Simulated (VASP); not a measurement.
# BP (F-43m) in VASP: a series of runs, part 2 of 2

VASP 6.6.1. Earlier steps stand in the parts before.

## (3) Vibrations by perturbation theory, LDA

This run uses another cell than the first one, of 11.45 Å³/atom, 1.011 times its volume.

The input, INCAR:

```
SYSTEM = BP
  ALGO = Normal
  EDIFF = 1E-8
  ENCUT = 520
  GGA = CA
  IBRION = 8
  ISIF = 2
  ISMEAR = 0
  LASPH = .TRUE.
  LCHARG = .FALSE.
  LREAL = .FALSE.
  LWAVE = .FALSE.
  NBANDS = 11
  NELM = 80
  NSW = 1
  PREC = Accurate
  SIGMA = 0.01
```

The input, KPOINTS:

```
k-points
0
G
  8 8 8
  0 0 0
```

The input, POSCAR:

```
BP
1.0
    2.2538954366      2.2538954366      0.0000000000
   -2.2538954366      2.2538954366      0.0000000000
    0.0000000000      2.2538954366      2.2538954366
B P
1 1
Direct
    0.0000000000      0.0000000000      0.0000000000
    0.7500000000      0.2500000000      0.5000000000
```

Potentials or basis: VASP PAW LDA potentials, release 64 (B, P).

Run with:

```console
$ cat potpaw_LDA.64/B/POTCAR potpaw_LDA.64/P/POTCAR > POTCAR
$ mpirun -np 1 vasp_std > vasp.out
```

OUTCAR:

```text
SYSTEM = BP
   EDIFF = 1E-8
   ENCUT = 520
   GGA = CA
   IBRION = 8
   ISIF = 2
   ISMEAR = 0
   LASPH = .TRUE.
   LREAL = .FALSE.
   NELM = 80
   NSW = 1
   PREC = Accurate

 ion  position               nearest neighbor table
   1  0.000  0.000  0.000-   2 1.95   2 1.95   2 1.95   2 1.95
   2  0.750  0.250  0.500-   1 1.95   1 1.95   1 1.95   1 1.95

  LATTYP: Found a face centered cubic cell.
 ALAT       =     4.5077908732

  Lattice vectors:

 A1 = (   0.0000000000,   2.2538954366,   2.2538954366)
 A2 = (   2.2538954366,   0.0000000000,   2.2538954366)
 A3 = (   2.2538954366,   2.2538954366,   0.0000000000)

Analysis of symmetry for initial positions (statically):
=====================================================================
 Subroutine PRICEL returns:
 Original cell was already a primitive cell.

 Routine SETGRP: Setting up the symmetry group for a
 face centered cubic supercell.

 Subroutine GETGRP returns: Found 24 space group operations
 (whereof 24 operations were pure point group operations)
 out of a pool of 48 trial point group operations.

The static configuration has the point symmetry T_d .

Analysis of symmetry for dynamics (positions and initial velocities):
=====================================================================
 Subroutine PRICEL returns:
 Original cell was already a primitive cell.

 Routine SETGRP: Setting up the symmetry group for a
 face centered cubic supercell.

 Subroutine GETGRP returns: Found 24 space group operations
 (whereof 24 operations were pure point group operations)
[... 521 lines left out ...]
    total drift:                                0.000000      0.000000     -0.000000

  FREE ENERGIE OF THE ION-ELECTRON SYSTEM (eV)
  ---------------------------------------------------
  free  energy   TOTEN  =       -14.3957305782 eV

  energy  without entropy=      -14.3957305782  energy(sigma->0) =      -14.39573058

[... ionic steps 2 to 3 ...]

--------------------------------------- Ionic step        4  -------------------------------------------

------------------------ aborting loop because EDIFF is reached ----------------------------------------

[... ionic steps 5 to 6 ...]

--------------------------------------- Ionic step        7  -------------------------------------------

 Free energy of the ion-electron system (eV)
  ---------------------------------------------------
  ---------------------------------------------------
  free energy    TOTEN  =        -0.04123242 eV

  energy without entropy =       -0.04123242

------------------------ aborting loop because EDIFF is reached ----------------------------------------

 INTERNAL STRAIN TENSOR  FOR ION    2  DIRECTION 1   (eV/Angst):
 -----------------------------------------------------------------------------
     0.00774  0.00000 -0.00000
     0.00000 -0.01030  7.05122
     0.00000  7.05122 -0.01030

 INTERNAL STRAIN TENSOR FOR ION    2 for displacements in x,y,z  (eV/Angst):
          X           Y           Z          XY          YZ          ZX
  --------------------------------------------------------------------------------
  x     0.00000    -0.00000    -0.00000     0.00000     7.05122    -0.00000
  y     0.00000     0.00000     0.00000    -0.00000     0.00000     7.05122
  z    -0.00000    -0.00000     0.00000     7.05122    -0.00000     0.00000

 SECOND DERIVATIVES (NOT SYMMETRIZED)
 ------------------------------------
               1X          1Y          1Z          2X          2Y          2Z
  1X   -19.335172   -0.000000    0.000000   19.335172    0.000000   -0.000000
  1Y     0.000000  -19.335172   -0.000000   -0.000000   19.335172    0.000000
  1Z     0.000000   -0.000000  -19.335172   -0.000000    0.000000   19.335172
  2X    19.339151   -0.000000    0.000000  -19.339151    0.000000   -0.000000
  2Y     0.000000   19.339151   -0.000000   -0.000000  -19.339151    0.000000
  2Z     0.000000   -0.000000   19.339151   -0.000000    0.000000  -19.339151

 Eigenvectors and eigenvalues of the dynamical matrix
 ----------------------------------------------------

   1 f  =   24.283704 THz   152.579011 2PiTHz  810.017170 cm-1   100.429284 meV
             X         Y         Z           dx          dy          dz
      0.000000  0.000000  0.000000     0.860948   -0.000000    0.000000
      1.126948  3.380843  1.126948    -0.508693    0.000000    0.000000
[... 21 lines left out ...]
   6 f/i=    0.001094 THz     0.006875 2PiTHz    0.036497 cm-1     0.004525 meV
             X         Y         Z           dx          dy          dz
      0.000000  0.000000  0.000000    -0.508693   -0.000000   -0.000000
      1.126948  3.380843  1.126948    -0.860948   -0.000000    0.000000

--------------------------------------------------------------------------------------------------------

 ELASTIC MODULI CONTR FROM IONIC RELAXATION (kBar)
 Direction    XX          YY          ZZ          XY          YZ          ZX
 --------------------------------------------------------------------------------
 XX          -0.0000     -0.0000     -0.0000      0.0000      0.0000     -0.0000
 YY          -0.0000     -0.0000     -0.0000      0.0000      0.0000     -0.0000
 ZZ          -0.0000     -0.0000     -0.0000      0.0000      0.0000     -0.0000
 XY           0.0000      0.0000      0.0000   -190.1965      0.0000     -0.0000
 YZ           0.0000      0.0000      0.0000      0.0000   -190.1965      0.0000
 ZX          -0.0000     -0.0000     -0.0000     -0.0000      0.0000   -190.1965
 --------------------------------------------------------------------------------
```

OSZICAR:

```text
N       E                     dE             d eps       ncg     rms          rms(c)
DAV:   1     0.889047238375E+01    0.88905E+01   -0.40452E+03   638   0.653E+02
DAV:   2    -0.145605880917E+02   -0.23451E+02   -0.22418E+02   825   0.111E+02
DAV:   3    -0.152657425372E+02   -0.70515E+00   -0.70288E+00   793   0.167E+01
[... 37 lines left out ...]
RMM:   6    -0.412333261926E-01    0.69444E-05   -0.19222E-06  3582   0.672E-04    0.233E-03
RMM:   7    -0.412328391331E-01    0.48706E-06    0.43182E-07  3583   0.355E-04    0.103E-04
RMM:   8    -0.412324737915E-01    0.36534E-06    0.67094E-08  3639   0.532E-05    0.429E-05
RMM:   9    -0.412323946779E-01    0.79114E-07    0.26466E-07  3734   0.169E-05    0.366E-06
RMM:  10    -0.412324290131E-01   -0.34335E-07    0.14458E-08  3699   0.337E-06    0.440E-06
RMM:  11    -0.412324238729E-01    0.51402E-08   -0.23937E-08  3205   0.155E-06    0.209E-07
 Linear response finished
```

It took 18 s on 1 thread of Intel Xeon 6975P-C (Granite Rapids), shared host; peak memory 0.16 GiB.

Results:

| Quantity | Value |
| --- | --- |
| Highest phonon frequency at Γ, LO-TO splitting left out | 810 cm⁻¹ |

Phonon frequencies in cm⁻¹ (negative: imaginary):
| q point | frequencies |
| --- | --- |
| (0.000, 0.000, 0.000) | 0 0 0 810 810 810 |

Caveat: the cell wasn't relaxed at this level first, which shifts response properties.
